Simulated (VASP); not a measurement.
# InSb (P4/mmm) in VASP: a series of runs

InSb is run at these levels: PBE; tasks: single point, relaxation of cell and atoms.

All numbers are computed with VASP 6.6.1; they aren't measurements. Logs are shortened: lines on timing, memory, paths and dates and some standing lists are left out, and cuts for length are marked.

### Step 1. The cell of the first run

Symmetry: P4/mmm, No. 123, tetragonal system. The conventional cell has a = 3.091 Å, b = 3.091 Å, c = 6.234 Å, α = 90.00°, β = 90.00°, γ = 90.00°. Within 4.1 Å of In (site symmetry 4/mmm) lie 4 In at 3.09 Å and 2 Sb at 3.12 Å. Within 4.1 Å of Sb (site symmetry 4/mmm) lie 4 Sb at 3.09 Å and 2 In at 3.12 Å.

### Step 2. Single point, PBE

Contents of INCAR:

```
ALGO     = Normal         # electronic algorithm
EDIFF    = 1E-6           # SCF threshold, eV
ENCUT    = 520            # plane-wave cutoff, eV
GGA      = PE             # functional
ISIF     = 2              # what is computed and relaxed
ISMEAR   = 0              # smearing method
LASPH    = T              # aspherical terms in the spheres
LCHARG   = F              # write CHGCAR
LREAL    = F              # projectors in reciprocal space
LWAVE    = F              # write WAVECAR
NBANDS   = 16             # bands
NELM     = 60             # most SCF steps
PREC     = Accurate       # precision mode
SIGMA    = 0.1            # smearing width, eV
```

Contents of KPOINTS:

```
k-points
0
Gamma
  14 14 8
```

Contents of POSCAR:

```
InSb
1.0
    3.0909259841      0.0000000000      0.0000000000
    0.0000000000      3.0909259841      0.0000000000
    0.0000000000      0.0000000000      6.2339113743
In Sb
1 1
Direct
    0.0000000000      0.0000000000      0.0000000000
    0.0000000000      0.0000000000      0.5000000000
```

Potentials or basis: VASP PAW PBE potentials, release 64 (In_d, Sb).

On the command line:

```sh
> cat potpaw_PBE.64/In_d/POTCAR potpaw_PBE.64/Sb/POTCAR > POTCAR
> mpirun -np 1 vasp_std > vasp.out
```

OUTCAR:

```text
EDIFF = 1E-6
   ENCUT = 520
   GGA = PE
   ISIF = 2
   ISMEAR = 0
   LASPH = T
   LREAL = F
   NELM = 60
   PREC = Accurate

 ion  position               nearest neighbor table
   1  0.000  0.000  0.000-   2 3.12   2 3.12
   2  0.000  0.000  0.500-   1 3.12   1 3.12

  LATTYP: Found a simple tetragonal cell.
 ALAT       =     3.0909259841
 C/A-ratio  =     2.0168426570

  Lattice vectors:

 A1 = (   3.0909259841,   0.0000000000,   0.0000000000)
 A2 = (   0.0000000000,   3.0909259841,   0.0000000000)
 A3 = (   0.0000000000,   0.0000000000,   6.2339113743)

Analysis of symmetry for initial positions (statically):
=====================================================================
 Subroutine PRICEL returns:
 Original cell was already a primitive cell.

 Routine SETGRP: Setting up the symmetry group for a
 simple tetragonal supercell.

 Subroutine GETGRP returns: Found 16 space group operations
 (whereof 16 operations were pure point group operations)
 out of a pool of 16 trial point group operations.

The static configuration has the point symmetry D_4h.

Analysis of symmetry for dynamics (positions and initial velocities):
=====================================================================
 Subroutine PRICEL returns:
 Original cell was already a primitive cell.

 Routine SETGRP: Setting up the symmetry group for a
 simple tetragonal supercell.

 Subroutine GETGRP returns: Found 16 space group operations
 (whereof 16 operations were pure point group operations)
 out of a pool of 16 trial point group operations.

The dynamic configuration has the point symmetry D_4h.

 Subroutine INISYM returns: Found 16 space group operations
 (whereof 16 operations are pure point group operations),
 and found     1 'primitive' translations

----------------------------------------------------------------------------------------

                                     Primitive cell

  volume of cell :      59.5577

  direct lattice vectors                    reciprocal lattice vectors
     3.090925984  0.000000000  0.000000000     0.323527644  0.000000000  0.000000000
     0.000000000  3.090925984  0.000000000     0.000000000  0.323527644  0.000000000
     0.000000000  0.000000000  6.233911374     0.000000000  0.000000000  0.160412932

  length of vectors
     3.090925984  3.090925984  6.233911374     0.323527644  0.323527644  0.160412932

  position of ions in fractional coordinates (direct lattice)
     0.000000000  0.000000000  0.000000000
     0.000000000  0.000000000  0.500000000

  ion indices of the primitive-cell ions
   primitive index   ion index
                 1           1
                 2           2

----------------------------------------------------------------------------------------

 KPOINTS: k-points

Automatic generation of k-mesh.
 Grid dimensions read from file:
 generate k-points for:   14   14    8

 Generating k-lattice:

  Cartesian coordinates                     Fractional coordinates (reciprocal lattice)
     0.023109117  0.000000000  0.000000000     0.071428571  0.000000000  0.000000000
     0.000000000  0.023109117  0.000000000     0.000000000  0.071428571  0.000000000
     0.000000000  0.000000000  0.020051616     0.000000000  0.000000000  0.125000000

  Length of vectors
     0.023109117  0.023109117  0.020051616

  Shift w.r.t. Gamma in fractional coordinates (k-lattice)
     0.000000000  0.000000000  0.000000000

 Subroutine IBZKPT returns following result:
 ===========================================

 Found    180 irreducible k-points:

 Following reciprocal coordinates:
            Coordinates               Weight
  0.000000  0.000000  0.000000      1.000000
  0.071429  0.000000  0.000000      4.000000
  0.142857  0.000000  0.000000      4.000000
  0.214286  0.000000  0.000000      4.000000
  0.285714  0.000000  0.000000      4.000000
  0.357143  0.000000  0.000000      4.000000
[... 16 lines left out ...]
  0.285714  0.214286  0.000000      8.000000
  0.357143  0.214286  0.000000      8.000000
 [... further k-points ...]
   k-points           NKPTS =    180   k-points in BZ     NKDIM =    180   number of bands    NBANDS=     16
   number of dos      NEDOS =    301   number of ions     NIONS =      2
   total plane-waves  NPLWV =  27648
   dimension x,y,z NGX =    24 NGY =   24 NGZ =   48
   dimension x,y,z NGXF=    48 NGYF=   48 NGZF=   96
   ions per type =               1   1
   NGX,Y,Z   is equivalent  to a cutoff of  12.91, 12.91, 12.80 a.u.
   NGXF,Y,Z  is equivalent  to a cutoff of  25.82, 25.82, 25.60 a.u.
 SYSTEM =  unknown system
   PREC   = accura    normal or accurate (medium, high low for compatibility)
   ISTART =      0    job   : 0-new  1-cont  2-samecut
   ICHARG =      2    charge: 1-file 2-atom 10-const
   ISPIN  =      1    spin polarized calculation?
   LNONCOLLINEAR =      F non collinear calculations
   LSORBIT =      F    spin-orbit coupling
   LASPH  =      T    aspherical Exc in radial PAW
   ENCUT  =  520.0 eV  38.22 Ry    6.18 a.u.   5.75  5.75 11.59*2*pi/ulx,y,z
   NELM   =     60;   NELMIN=  2; NELMDL= -5     # of ELM steps
   EDIFF  = 0.1E-05   stopping-criterion for ELM
   LREAL  =      F    real-space projection
   EDIFFG = 0.1E-04   stopping-criterion for IOM
   NSW    =      0    number of steps for IOM
   IBRION =     -1    ionic relax: 0-MD 1-quasi-New 2-CG
   NFREE  =      0    steps in history (QN), initial steepest desc. (CG)
   ISIF   =      2    stress and relaxation
   ISYM   =      2    0-nonsym 1-usesym 2-fastsym
   POTIM  = 0.5000    time-step for ionic-motion
   TEBEG  =    0.0;   TEEND  =   0.0 temperature during run
   PSTRESS=    0.0 pullay stress
   NELECT =      18.0000    total number of electrons
   NUPDOWN=      -1.0000    fix difference up-down
   EMIN   =  10.00;   EMAX   =-10.00  energy-range for DOS
   EFERMI =   0.00;   METHOD = LEGACY
   ISMEAR =     0;   SIGMA  =   0.10  broadening in eV -4-tet -1-fermi 0-gaus
   EFERMI_NEDOS =   21; number of points for ismear=-14 and -15
   IALGO  =     38    algorithm
   IMIX   =      4    mixing-type and parameters
     AMIX     =   0.40;   BMIX     =  1.00
     AMIX_MAG =   1.60;   BMIX_MAG =  1.00
  volume/ion in A,a.u.               =      29.78       200.96
  Fermi-wavevector in a.u.,A,eV,Ry     =   1.098634  2.076117 16.422188  1.206997
  Thomas-Fermi vector in A             =   2.235015
   LORBIT       =      0    0 simple, 1 ext, 2 COOP (PROOUT), +10 PAW based schemes
   GGA     = PE    functional components
   LHFCALC =     F    Hartree Fock is set to
   AEXX    =    0.0000 exact exchange contribution
   IVDW    =     0    specifies the selected vdW correction
   LEPSILON=     F    determine dielectric tensor
   LRPA    =     F    only Hartree local field effects (RPA)
 non-spin polarized calculation
 Gauss-broadening in eV      SIGMA  =   0.10
  energy-cutoff  :      520.00
  volume of cell :       59.56
 maximum number of plane-waves:      1636
 NGX is ok and might be reduce to    24
   NGX = 11   NGY = 11   NGZ = 23

 number of electron      17.9999987 magnetization

 Free energy of the ion-electron system (eV)
  ---------------------------------------------------
  ext. energy  EPLUGINS =         0.00000000
  ---------------------------------------------------
  free energy    TOTEN  =        -6.56824655 eV

  energy without entropy =       -6.56318317  energy(sigma->0) =       -6.56571486

 E-fermi :   6.5319     XC(G=0):  -9.6004

 val. band max:        6.5281302184   @ k =   0.3571   0.2143   0.3750
 cond. band min:       6.5483233525   @ k =   0.2143   0.1429   0.1250
 fundamental gap:      0.0201931340
 Fermi energy:         6.5319301568

 k-point     1 :       0.0000    0.0000    0.0000
  band No.  band energies     occupation
      1      -8.4095      2.00000
      2      -8.1943      2.00000
      3      -7.8526      2.00000
      4      -7.8526      2.00000
      5      -7.7715      2.00000
      6      -4.9369      2.00000
[... 8 lines left out ...]
     15      15.2777      0.00000
     16      15.9564      0.00000

 k-point     2 :       0.0714    0.0000    0.0000
  band No.  band energies     occupation
      1      -8.3924      2.00000
      2      -8.1841      2.00000
      3      -7.8642      2.00000
      4      -7.8517      2.00000
      5      -7.7802      2.00000
      6      -4.8605      2.00000
[... 8 lines left out ...]
     15      15.3777      0.00000
     16      16.4332      0.00000

 k-point     3 :       0.1429    0.0000    0.0000
  band No.  band energies     occupation
      1      -8.3507      2.00000
      2      -8.1493      2.00000
      3      -7.8966      2.00000
      4      -7.8490      2.00000
      5      -7.8046      2.00000
      6      -4.6326      2.00000
[... 8 lines left out ...]
     15      15.6400      0.00000
     16      15.6719      0.00000

 k-point     4 :       0.2143    0.0000    0.0000
  band No.  band energies     occupation
      1      -8.3074      2.00000
      2      -8.0825      2.00000
      3      -7.9428      2.00000
      4      -7.8451      2.00000
      5      -7.8396      2.00000
      6      -4.2591      2.00000
[... 8 lines left out ...]
     15      15.9918      0.00000
     16      16.1418      0.00000

 k-point     5 :       0.2857    0.0000    0.0000
  band No.  band energies     occupation
      1      -8.2765      2.00000
      2      -7.9931      2.00000
      3      -7.9914      2.00000
      4      -7.8781      2.00000
      5      -7.8408      2.00000
      6      -3.7558      2.00000
[... 8 lines left out ...]
     15      16.4246      0.00000
     16      16.7518      0.00000

 k-point     6 :       0.3571    0.0000    0.0000
  band No.  band energies     occupation
      1      -8.2569      2.00000
      2      -8.0378      2.00000
      3      -7.9125      2.00000
      4      -7.9014      2.00000
      5      -7.8369      2.00000
      6      -3.1649      2.00000
[... 8 lines left out ...]
     15      16.9596      0.00000
     16      17.4343      0.00000

 k-point     7 :       0.4286    0.0000    0.0000
  band No.  band energies     occupation
      1      -8.2458      2.00000
      2      -8.0683      2.00000
      3      -7.9361      2.00000
      4      -7.8369      2.00000
      5      -7.8343      2.00000
      6      -2.6021      2.00000
[... 8 lines left out ...]
     15      17.5580      0.00000
     16      18.0496      0.00000

 k-point     8 :       0.5000    0.0000    0.0000
  band No.  band energies     occupation
      1      -8.2422      2.00000
      2      -8.0790      2.00000
      3      -7.9445      2.00000
      4      -7.8333      2.00000
      5      -7.8135      2.00000
      6      -2.3395      2.00000
[... 8 lines left out ...]
     15      17.9212      0.00000
     16      18.3337      0.00000

 k-point     9 :       0.0714    0.0714    0.0000
  band No.  band energies     occupation
      1      -8.3740      2.00000
      2      -8.1752      2.00000
      3      -7.8645      2.00000
      4      -7.8620      2.00000
      5      -7.7892      2.00000
      6      -4.7841      2.00000
[... 8 lines left out ...]
     15      15.4471      0.00000
     16      16.7703      0.00000
[... 172 lines left out ...]
 k-point    19 :       0.3571    0.1429    0.0000
  band No.  band energies     occupation
      1      -8.1582      2.00000
      2      -8.0316      2.00000
      3      -7.9610      2.00000
      4      -7.8895      2.00000
      5      -7.8781      2.00000
      6      -2.8618      2.00000
[... 8 lines left out ...]
     15      15.9706      0.00000
     16      16.8274      0.00000

 k-point    20 :       0.4286    0.1429    0.0000
  band No.  band energies     occupation
      1      -8.1484      2.00000
      2      -8.0617      2.00000
      3      -7.9866      2.00000
      4      -7.8750      2.00000
      5      -7.8227      2.00000
      6      -2.2982      2.00000
[... 8 lines left out ...]
     15      15.3821      0.00000
     16      17.3827      0.00000

 k-point    21 :       0.5000    0.1429    0.0000
  band No.  band energies     occupation
      1      -8.1452      2.00000
      2      -8.0723      2.00000
      3      -7.9958      2.00000
      4      -7.8739      2.00000
      5      -7.7984      2.00000
      6      -2.0348      2.00000
[... 8 lines left out ...]
     15      15.6148      0.00000
     16      17.6677      0.00000

 k-point    22 :       0.2143    0.2143    0.0000
  band No.  band energies     occupation
      1      -8.1179      2.00000
      2      -8.0535      2.00000
      3      -7.9384      2.00000
      4      -7.9267      2.00000
      5      -7.9214      2.00000
      6      -3.5829      2.00000
[... 8 lines left out ...]
     15      14.5146      0.00000
     16      16.2289      0.00000

 k-point    23 :       0.2857    0.2143    0.0000
  band No.  band energies     occupation
      1      -8.0710      2.00000
      2      -7.9821      2.00000
      3      -7.9817      2.00000
      4      -7.9605      2.00000
      5      -7.9261      2.00000
      6      -3.0801      2.00000
[... 8 lines left out ...]
     15      14.7688      0.00000
     16      15.5800      0.00000

 k-point    24 :       0.3571    0.2143    0.0000
  band No.  band energies     occupation
      1      -8.0584      2.00000
      2      -8.0251      2.00000
      3      -8.0098      2.00000
      4      -7.9213      2.00000
      5      -7.8728      2.00000
      6      -2.4883      2.00000
[... 8 lines left out ...]
     15      14.4519      0.00000
     16      15.3285      0.00000

 [... further k-points ...]

------------------------ aborting loop because EDIFF is reached ----------------------------------------

  FORCE on cell =-STRESS in cart. coord.  units (eV):
  Direction    XX          YY          ZZ          XY          YZ          ZX
  --------------------------------------------------------------------------------------
  -------------------------------------------------------------------------------------
  Total       -0.0098173     -0.0098173     -0.0102368      0.0000000      0.0000000      0.0000000
  in kB       -0.2640966     -0.2640966     -0.2753827      0.0000000      0.0000000      0.0000000
  external PRESSURE =      -0.2678586 kB  Pullay stress =       0.0000000 kB

 VOLUME and BASIS-vectors are now :
 -----------------------------------------------------------------------------
  energy-cutoff  :      520.00
  volume of cell :       59.56
      direct lattice vectors                 reciprocal lattice vectors
     3.090925984  0.000000000  0.000000000     0.323527644  0.000000000  0.000000000
     0.000000000  3.090925984  0.000000000     0.000000000  0.323527644  0.000000000
     0.000000000  0.000000000  6.233911374     0.000000000  0.000000000  0.160412932

 POSITION                                       TOTAL-FORCE (eV/Angst)
 -----------------------------------------------------------------------------------
      0.00000      0.00000      0.00000         0.000000      0.000000      0.000000
      0.00000      0.00000      3.11696         0.000000      0.000000      0.000000
 -----------------------------------------------------------------------------------
    total drift:                                0.000000     -0.000000     -0.000000

  FREE ENERGIE OF THE ION-ELECTRON SYSTEM (eV)
  ---------------------------------------------------
  free  energy   TOTEN  =        -6.5682465546 eV

  energy  without entropy=       -6.5631831651  energy(sigma->0) =       -6.56571486
```

It took 1.8 min on 1 thread of Intel Xeon 6975P-C (Granite Rapids), shared host; peak memory 0.3 GiB.

What came out:

| Quantity | Value |
| --- | --- |
| Free energy | -6.5682 eV |
| Pressure | 0.0 GPa |
| Band gap on the k mesh | zero (bands 9 and 10 overlap by 5.79 eV) |

Levels at points of the mesh, in eV from the Fermi level:
| k point | band 5 | band 6 | band 7 | band 8 | band 9 | band 10 | band 11 | band 12 | band 13 | band 14 |
| --- | --- | --- | --- | --- | --- | --- | --- | --- | --- | --- |
| (0.00, 0.00, 0.00) | -14.30 | -11.47 | -6.80 | -4.49 | 4.16 | 4.16 | 5.11 | 7.75 | 8.30 | 8.75 |
| (0.50, 0.00, 0.00) | -14.35 | -8.87 | -4.91 | -3.35 | -2.20 | -1.56 | 3.00 | 6.26 | 7.69 | 10.52 |
| (0.50, 0.50, 0.00) | -14.12 | -6.11 | -2.80 | -2.80 | -0.04 | 0.51 | 0.98 | 0.98 | 2.82 | 5.87 |
| (0.00, 0.00, 0.50) | -14.30 | -11.34 | -8.02 | -0.91 | 0.22 | 4.33 | 4.33 | 7.82 | 8.00 | 8.00 |
| (0.50, 0.00, 0.50) | -14.34 | -8.82 | -4.80 | -4.64 | -2.36 | 1.62 | 3.02 | 5.76 | 6.41 | 6.53 |
| (0.50, 0.50, 0.50) | -14.12 | -6.10 | -2.60 | -2.60 | -1.61 | 0.30 | 0.30 | 3.14 | 4.54 | 4.62 |

Caveat: spin-orbit coupling is left out, which moves the levels of the heavy elements.

(Continued in part 2 of 2.)

The gap in the log of VASP goes by the Fermi energy; the results here count the filled bands.